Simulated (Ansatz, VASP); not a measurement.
# Mg2NCl: VASP beside Ansatz

File INCAR:

```
  ALGO = Normal
  EDIFF = 1E-6
  ENCUT = 520
  GGA = PS
  ISIF = 2
  ISMEAR = 0
  LASPH = T
  LCHARG = T
  LELF = T
  LREAL = F
  LVHAR = T
  LWAVE = F
  NBANDS = 16
  NELM = 80
  PREC = Accurate
  SIGMA = 0.05
```

Contents of KPOINTS:

```
k-points
0
Gamma
  9 9 9
```

POSCAR

```
Mg2NCl
1.0
    1.7935199454      1.0354892232      6.0029770000
   -1.7935199454      1.0354892232      6.0029770000
    0.0000000000     -2.0709784465      6.0029770000
Mg N Cl
2 1 1
Direct
    0.2228150000      0.2228150000      0.2228150000
    0.7771850000      0.7771850000      0.7771850000
    0.5000000000      0.5000000000      0.5000000000
    0.0000000000      0.0000000000      0.0000000000
```

Input for Ansatz:

```yaml
crystal:
  lattice:
    - [1.7935199454, 1.0354892232, 6.002977]
    - [-1.7935199454, 1.0354892232, 6.002977]
    - [0.0, -2.0709784465, 6.002977]
  atoms:
    - { symbol: Mg, position: [0.222815, 0.222815, 0.222815] }
    - { symbol: Mg, position: [0.777185, 0.777185, 0.777185] }
    - { symbol: "N", position: [0.5, 0.5, 0.5] }
    - { symbol: Cl, position: [0.0, 0.0, 0.0] }
basis:
  ecutwfc: 420
kpoints:
  mp_grid: { grid: [9, 9, 9] }
hamiltonian:
  xc: pbesol
scf:
  occupations: { method: gaussian, width: 0.05 }
output:
  forces: true
  stress: true
  eigenvalues: true
```

Change from the starting cell: strain +0.080 along x and y, +0.000 along z, atoms carried along.

Alike in both runs: task single point; functional PBEsol; k mesh 9 × 9 × 9; occupations gaussian, width 0.05 eV; no spin polarisation.

|  | VASP | Ansatz |
| --- | --- | --- |
| version | VASP 6.6.1 | Ansatz 0.2.0 |
| potentials or method | VASP PAW PBE potentials, release 64 (Mg, N, Cl), cutoff 520 eV | scalar-relativistic, plane waves, PAW |
| valence electrons in the cell | 16 | 32 |

|  | VASP | Ansatz | Ansatz less VASP |
| --- | --- | --- | --- |
| gap on the k mesh at the Fermi level (eV) | 1.45 | 1.47 | +0.018 |
| least direct gap on the mesh (eV) | 1.45 | 1.47 | +0.018 |
| pressure (GPa) | -12.2 | -12.0 | +0.22 |
| traceless stress, the component that is largest in VASP (GPa) | 7.12 | 7.14 | +0.019 |
| rms of the force components (eV/Å) | 0.116 | 0.101 | -0.0151 |

VASP's potentials were made for PBE, not for PBEsol. Atom by atom the forces differ by 0.015 eV/Å (rms over components). With one functional, cell and mesh, what is left measures potentials, basis and numerics. VASP's potentials hold 16 valence electrons a cell and Ansatz's 32, so a difference there can come from the potentials and not from the codes.
